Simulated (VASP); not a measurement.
# MgO in VASP: a series of runs

MgO is run at these levels: PBEsol; tasks: single point.

Program: VASP 6.6.1. These are calculated values, not measurements. Logs are shortened: lines on timing, memory, paths and dates and some standing lists are left out, and cuts for length are marked.

### Step 1. The cell of the first run

The cell holds a slab with vacuum, 14 atoms: a = 2.980 Å, b = 2.980 Å, c = 27.643 Å, α = 90.00°, β = 90.00°, γ = 90.00°.

### Step 2. Single point, PBEsol

Contents of INCAR:

```
PREC = Accurate
ENCUT = 520
EDIFF = 1E-6
ISMEAR = 0
SIGMA = 0.05
LREAL = False
LASPH = True
NELM = 60
ALGO = Normal
ISIF = 2
LWAVE = False
LCHARG = True
LDIPOL = True
IDIPOL = 3
DIPOL = 0.5 0.5 0.500
GGA = PS
LELF = True
LVHAR = True
LVACPOTAV = True
NBANDS = 41
```

Contents of KPOINTS:

```
Automatic mesh
0
Gamma
  9 9 1
```

Contents of POSCAR:

```
MgO
1.0
    2.9799311108      0.0000000000      0.0000000000
    0.0000000000      2.9799311108      0.0000000000
    0.0000000000      0.0000000000     27.6427769756
Mg O
7 7
Direct
    0.5000000000      0.5000000000      0.2713186163
    0.0000000000      0.0000000000      0.3475457442
    0.5000000000      0.5000000000      0.4237728721
    0.0000000000      0.0000000000      0.5000000000
    0.5000000000      0.5000000000      0.5762271279
    0.0000000000      0.0000000000      0.6524542558
    0.5000000000      0.5000000000      0.7286813837
    0.0000000000      0.0000000000      0.2713186163
    0.5000000000      0.5000000000      0.3475457442
    0.0000000000      0.0000000000      0.4237728721
    0.5000000000      0.5000000000      0.5000000000
    0.0000000000      0.0000000000      0.5762271279
    0.5000000000      0.5000000000      0.6524542558
    0.0000000000      0.0000000000      0.7286813837
```

Potentials or basis: VASP PAW PBE potentials, release 64 (Mg, O).

On the command line:

```
> cat potpaw_PBE.64/Mg/POTCAR potpaw_PBE.64/O/POTCAR > POTCAR
> mpirun -np 1 vasp_std > vasp.out
```

OUTCAR:

```text
PREC = Accurate
   ENCUT = 520
   EDIFF = 1E-6
   ISMEAR = 0
   LREAL = False
   LASPH = True
   NELM = 60
   ISIF = 2
   GGA = PS

 ion  position               nearest neighbor table
   1  0.500  0.500  0.271-   8 2.11   8 2.11   8 2.11   8 2.11   9 2.11   2 2.98   2 2.98   2 2.98
                             2 2.98
   2  0.000  0.000  0.348-   9 2.11   9 2.11   9 2.11   9 2.11   8 2.11  10 2.11   1 2.98   1 2.98
                             1 2.98   1 2.98   3 2.98   3 2.98   3 2.98   3 2.98
   3  0.500  0.500  0.424-  10 2.11  10 2.11  10 2.11  10 2.11  11 2.11   9 2.11   4 2.98   4 2.98
                             4 2.98   4 2.98   2 2.98   2 2.98   2 2.98   2 2.98
   4  0.000  0.000  0.500-  11 2.11  11 2.11  11 2.11  11 2.11  12 2.11  10 2.11   5 2.98   5 2.98
                             3 2.98   5 2.98   3 2.98   3 2.98   5 2.98   3 2.98
   5  0.500  0.500  0.576-  12 2.11  12 2.11  12 2.11  12 2.11  11 2.11  13 2.11   4 2.98   4 2.98
                             4 2.98   4 2.98   6 2.98   6 2.98   6 2.98   6 2.98
   6  0.000  0.000  0.652-  13 2.11  13 2.11  13 2.11  13 2.11  14 2.11  12 2.11   7 2.98   7 2.98
                             7 2.98   7 2.98   5 2.98   5 2.98   5 2.98   5 2.98
   7  0.500  0.500  0.729-  14 2.11  14 2.11  14 2.11  14 2.11  13 2.11   6 2.98   6 2.98   6 2.98
                             6 2.98
   8  0.000  0.000  0.271-   1 2.11   1 2.11   1 2.11   1 2.11   2 2.11
   9  0.500  0.500  0.348-   2 2.11   2 2.11   2 2.11   2 2.11   1 2.11   3 2.11
  10  0.000  0.000  0.424-   3 2.11   3 2.11   3 2.11   3 2.11   4 2.11   2 2.11
  11  0.500  0.500  0.500-   4 2.11   4 2.11   4 2.11   4 2.11   5 2.11   3 2.11
  12  0.000  0.000  0.576-   5 2.11   5 2.11   5 2.11   5 2.11   4 2.11   6 2.11
  13  0.500  0.500  0.652-   6 2.11   6 2.11   6 2.11   6 2.11   7 2.11   5 2.11
  14  0.000  0.000  0.729-   7 2.11   7 2.11   7 2.11   7 2.11   6 2.11

  LATTYP: Found a simple tetragonal cell.
 ALAT       =     2.9799311108
 C/A-ratio  =     9.2763140985

  Lattice vectors:

 A1 = (   2.9799311108,   0.0000000000,   0.0000000000)
 A2 = (   0.0000000000,   2.9799311108,   0.0000000000)
 A3 = (   0.0000000000,   0.0000000000,  27.6427769756)

Analysis of symmetry for initial positions (statically):
=====================================================================
 Subroutine PRICEL returns:
 Original cell was already a primitive cell.

 Routine SETGRP: Setting up the symmetry group for a
 simple tetragonal supercell.

 Subroutine GETGRP returns: Found 16 space group operations
 (whereof 16 operations were pure point group operations)
 out of a pool of 16 trial point group operations.

The static configuration has the point symmetry D_4h.

Analysis of symmetry for dynamics (positions and initial velocities):
=====================================================================
 Subroutine PRICEL returns:
 Original cell was already a primitive cell.

 Routine SETGRP: Setting up the symmetry group for a
 simple tetragonal supercell.

 Subroutine GETGRP returns: Found 16 space group operations
 (whereof 16 operations were pure point group operations)
 out of a pool of 16 trial point group operations.

The dynamic configuration has the point symmetry D_4h.

 Subroutine INISYM returns: Found 16 space group operations
 (whereof 16 operations are pure point group operations),
 and found     1 'primitive' translations

----------------------------------------------------------------------------------------

                                     Primitive cell

  volume of cell :     245.4676

  direct lattice vectors                    reciprocal lattice vectors
     2.979931111  0.000000000  0.000000000     0.335578227  0.000000000  0.000000000
     0.000000000  2.979931111  0.000000000     0.000000000  0.335578227  0.000000000
     0.000000000  0.000000000 27.642776976     0.000000000  0.000000000  0.036175816

  length of vectors
     2.979931111  2.979931111 27.642776976     0.335578227  0.335578227  0.036175816

  position of ions in fractional coordinates (direct lattice)
     0.500000000  0.500000000  0.271318616
     0.000000000  0.000000000  0.347545744
     0.500000000  0.500000000  0.423772872
     0.000000000  0.000000000  0.500000000
     0.500000000  0.500000000  0.576227128
     0.000000000  0.000000000  0.652454256
     0.500000000  0.500000000  0.728681384
     0.000000000  0.000000000  0.271318616
     0.500000000  0.500000000  0.347545744
     0.000000000  0.000000000  0.423772872
     0.500000000  0.500000000  0.500000000
     0.000000000  0.000000000  0.576227128
     0.500000000  0.500000000  0.652454256
     0.000000000  0.000000000  0.728681384

  ion indices of the primitive-cell ions
   primitive index   ion index
                 1           1
                 2           2
                 3           3
                 4           4
                 5           5
                 6           6
                 7           7
                 8           8
                 9           9
                10          10
                11          11
                12          12
                13          13
                14          14

----------------------------------------------------------------------------------------

 KPOINTS: Automatic mesh

Automatic generation of k-mesh.
 Grid dimensions read from file:
 generate k-points for:    9    9    1

 Generating k-lattice:

  Cartesian coordinates                     Fractional coordinates (reciprocal lattice)
     0.037286470  0.000000000  0.000000000     0.111111111  0.000000000  0.000000000
     0.000000000  0.037286470  0.000000000     0.000000000  0.111111111  0.000000000
     0.000000000  0.000000000  0.036175816     0.000000000  0.000000000  1.000000000

  Length of vectors
     0.037286470  0.037286470  0.036175816

  Shift w.r.t. Gamma in fractional coordinates (k-lattice)
     0.000000000  0.000000000  0.000000000

 Subroutine IBZKPT returns following result:
 ===========================================

 Found     15 irreducible k-points:

 Following reciprocal coordinates:
            Coordinates               Weight
  0.000000  0.000000  0.000000      1.000000
  0.111111  0.000000  0.000000      4.000000
  0.222222  0.000000  0.000000      4.000000
  0.333333  0.000000  0.000000      4.000000
  0.444444  0.000000  0.000000      4.000000
  0.111111  0.111111  0.000000      4.000000
  0.222222  0.111111  0.000000      8.000000
  0.333333  0.111111  0.000000      8.000000
  0.444444  0.111111  0.000000      8.000000
  0.222222  0.222222  0.000000      4.000000
  0.333333  0.222222  0.000000      8.000000
  0.444444  0.222222  0.000000      8.000000
  0.333333  0.333333  0.000000      4.000000
  0.444444  0.333333  0.000000      8.000000
  0.444444  0.444444  0.000000      4.000000
   k-points           NKPTS =     15   k-points in BZ     NKDIM =     15   number of bands    NBANDS=     41
   number of dos      NEDOS =    301   number of ions     NIONS =     14
   total plane-waves  NPLWV = 120960
   dimension x,y,z NGX =    24 NGY =   24 NGZ =  210
   dimension x,y,z NGXF=    48 NGYF=   48 NGZF=  420
   ions per type =               7   7
   NGX,Y,Z   is equivalent  to a cutoff of  13.39, 13.39, 12.63 a.u.
   NGXF,Y,Z  is equivalent  to a cutoff of  26.78, 26.78, 25.26 a.u.
 SYSTEM =  unknown system
   PREC   = accura    normal or accurate (medium, high low for compatibility)
   ISTART =      0    job   : 0-new  1-cont  2-samecut
   ICHARG =      2    charge: 1-file 2-atom 10-const
   ISPIN  =      1    spin polarized calculation?
   LNONCOLLINEAR =      F non collinear calculations
   LSORBIT =      F    spin-orbit coupling
   LASPH  =      T    aspherical Exc in radial PAW
   ENCUT  =  520.0 eV  38.22 Ry    6.18 a.u.   5.54  5.54 51.40*2*pi/ulx,y,z
   NELM   =     60;   NELMIN=  2; NELMDL= -5     # of ELM steps
   EDIFF  = 0.1E-05   stopping-criterion for ELM
   LREAL  =      F    real-space projection
   EDIFFG = 0.1E-04   stopping-criterion for IOM
   NSW    =      0    number of steps for IOM
   IBRION =     -1    ionic relax: 0-MD 1-quasi-New 2-CG
   NFREE  =      0    steps in history (QN), initial steepest desc. (CG)
   ISIF   =      2    stress and relaxation
   ISYM   =      2    0-nonsym 1-usesym 2-fastsym
   POTIM  = 0.5000    time-step for ionic-motion
   TEBEG  =    0.0;   TEEND  =   0.0 temperature during run
   PSTRESS=    0.0 pullay stress
   NELECT =      56.0000    total number of electrons
   NUPDOWN=      -1.0000    fix difference up-down
   EMIN   =  10.00;   EMAX   =-10.00  energy-range for DOS
   EFERMI =   0.00;   METHOD = LEGACY
   ISMEAR =     0;   SIGMA  =   0.05  broadening in eV -4-tet -1-fermi 0-gaus
   EFERMI_NEDOS =   21; number of points for ismear=-14 and -15
   IALGO  =     38    algorithm
   IMIX   =      4    mixing-type and parameters
     AMIX     =   0.40;   BMIX     =  1.00
     AMIX_MAG =   1.60;   BMIX_MAG =  1.00
  volume/ion in A,a.u.               =      17.53       118.32
  Fermi-wavevector in a.u.,A,eV,Ry     =   1.000321  1.890333 13.614567  1.000642
  Thomas-Fermi vector in A             =   2.132670
   LORBIT       =      0    0 simple, 1 ext, 2 COOP (PROOUT), +10 PAW based schemes
   GGA     = PS    functional components
   LHFCALC =     F    Hartree Fock is set to
   AEXX    =    0.0000 exact exchange contribution
   IVDW    =     0    specifies the selected vdW correction
   LEPSILON=     F    determine dielectric tensor
   LRPA    =     F    only Hartree local field effects (RPA)
 non-spin polarized calculation
 Gauss-broadening in eV      SIGMA  =   0.05
  energy-cutoff  :      520.00
  volume of cell :      245.47
 maximum number of plane-waves:      6719
 NGX is ok and might be reduce to    24
   NGX = 11   NGY = 11   NGZ =103

 number of electron      55.9999967 magnetization

 dipolmoment           0.000000      0.000000      0.000000 electrons x Angstroem

 Free energy of the ion-electron system (eV)
  ---------------------------------------------------
  ext. energy  EPLUGINS =         0.00000000
  ---------------------------------------------------
  free energy    TOTEN  =       -86.42342987 eV

  energy without entropy =      -86.42342987  energy(sigma->0) =      -86.42342987

 E-fermi :  -0.3542     XC(G=0):  -6.5688

 val. band max:       -0.6226321846   @ k =   0.0000   0.0000   0.0000
 cond. band min:       2.7775389732   @ k =   0.0000   0.0000   0.0000
 fundamental gap:      3.4001711578
 Fermi energy:        -0.3541921242

 k-point     1 :       0.0000    0.0000    0.0000
  band No.  band energies     occupation
      1     -17.7113      2.00000
      2     -17.5145      2.00000
      3     -17.2244      2.00000
      4     -16.8891      2.00000
      5     -16.5716      2.00000
      6     -16.3377      2.00000
[... 32 lines left out ...]
     39       8.6038      0.00000
     40       8.8342      0.00000

 k-point     2 :       0.1111    0.0000    0.0000
  band No.  band energies     occupation
      1     -17.6244      2.00000
      2     -17.4334      2.00000
      3     -17.1532      2.00000
      4     -16.8313      2.00000
      5     -16.5291      2.00000
      6     -16.3095      2.00000
[... 548 lines left out ...]
     39       9.6993      0.00000
     40       9.7221      0.00000

 k-point    15 :       0.4444    0.4444    0.0000
  band No.  band energies     occupation
      1     -16.2413      2.00000
      2     -16.2080      2.00000
      3     -16.1920      2.00000
      4     -16.1792      2.00000
      5     -16.1763      2.00000
      6     -15.9095      2.00000
[... 32 lines left out ...]
     39      10.0052      0.00000
     40      10.2311      0.00000
 [bands above 40 left out]

------------------------ aborting loop because EDIFF is reached ----------------------------------------

  FORCE on cell =-STRESS in cart. coord.  units (eV):
  Direction    XX          YY          ZZ          XY          YZ          ZX
  --------------------------------------------------------------------------------------
  -------------------------------------------------------------------------------------
  Total       -4.1749669     -4.1749669     -0.3441234      0.0000000      0.0000000     -0.0000000
  in kB      -27.2501876    -27.2501876     -2.2461080      0.0000000      0.0000000     -0.0000000
  external PRESSURE =     -18.9154944 kB  Pullay stress =       0.0000000 kB

 VOLUME and BASIS-vectors are now :
 -----------------------------------------------------------------------------
  energy-cutoff  :      520.00
  volume of cell :      245.47
      direct lattice vectors                 reciprocal lattice vectors
     2.979931111  0.000000000  0.000000000     0.335578227  0.000000000  0.000000000
     0.000000000  2.979931111  0.000000000     0.000000000  0.335578227  0.000000000
     0.000000000  0.000000000 27.642776976     0.000000000  0.000000000  0.036175816

 POSITION                                       TOTAL-FORCE (eV/Angst)
 -----------------------------------------------------------------------------------
      1.48997      1.48997      7.50000        -0.000000      0.000000      0.450593
      0.00000      0.00000      9.60713        -0.000000     -0.000000      0.004718
      1.48997      1.48997     11.71426         0.000000     -0.000000     -0.001550
      0.00000      0.00000     13.82139        -0.000000     -0.000000      0.000000
      1.48997      1.48997     15.92852        -0.000000     -0.000000      0.001550
      0.00000      0.00000     18.03565         0.000000     -0.000000     -0.004718
      1.48997      1.48997     20.14278         0.000000      0.000000     -0.450593
      0.00000      0.00000      7.50000        -0.000000     -0.000000     -0.443427
      1.48997      1.48997      9.60713        -0.000000      0.000000      0.002528
      0.00000      0.00000     11.71426        -0.000000     -0.000000      0.002922
      1.48997      1.48997     13.82139        -0.000000     -0.000000      0.000000
      0.00000      0.00000     15.92852         0.000000     -0.000000     -0.002922
      1.48997      1.48997     18.03565        -0.000000      0.000000     -0.002528
      0.00000      0.00000     20.14278         0.000000      0.000000      0.443427
 -----------------------------------------------------------------------------------
    total drift:                                0.000000      0.000000     -0.000000

  FREE ENERGIE OF THE ION-ELECTRON SYSTEM (eV)
  ---------------------------------------------------
  free  energy   TOTEN  =       -86.4234298728 eV

  energy  without entropy=      -86.4234298728  energy(sigma->0) =      -86.42342987

 vacuum level on the upper side and lower side of the slab         4.237         4.237
```

Wall time 3.8 min (1 thread of AMD EPYC 7R13 (Zen 3), shared host); peak memory 0.36 GiB.

Results:

* Free energy: -86.4234 eV
* Largest force: 0.451 eV/Å
* Band gap on the k mesh: 3.40 eV

Forces on the atoms (eV/Å):
```
Mg   0.000  0.000  0.451
Mg   0.000  0.000  0.005
Mg   0.000  0.000 -0.002
Mg   0.000  0.000  0.000
Mg   0.000  0.000  0.002
Mg   0.000  0.000 -0.005
Mg   0.000  0.000 -0.451
O    0.000  0.000 -0.443
O    0.000  0.000  0.003
O    0.000  0.000  0.003
O    0.000  0.000  0.000
O    0.000  0.000 -0.003
O    0.000  0.000 -0.003
O    0.000  0.000  0.443
```

Caveat: the PAW data sets were made with another functional, which shifts forces and pressure a little.

(Part 1 of 2 ends here.)
